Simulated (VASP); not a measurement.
Runs of VASP 6.6.1 on NaF. The structure is that of space group Fm-3m (No. 225), or close to it. The cells are those of the table. 

```csv
level,cell,gap on the mesh (eV),pressure (GPa)
r2SCAN+rVV10,"a = 3.286 Å, angles 60.0°, 2 atoms",(b),-3.0
r2SCAN,"a = 3.286 Å, angles 60.0°, 2 atoms",7.12,-2.1
r2SCAN,"a = 3.249 Å, angles 60.0°, 2 atoms",7.32,-0.8
r2SCAN,"a = 3.291 Å, angles 60.0°, 2 atoms",7.10,-2.3
r2SCAN,"a = 3.270 Å, angles 60.0°, 2 atoms",(a),-1.7
```

Alike in all rows: task single point; potentials or basis VASP PAW PBE potentials, release 64 (Na_pv, F); no spin polarisation; k mesh 8 × 8 × 8; cutoff (eV) 520; smearing gaussian 0.05 eV.

Q: Fill in the values left out.

A: (a) 7.21; (b) 7.04.

Caveats: the PAW data sets were made with another functional, which shifts forces and pressure a little.

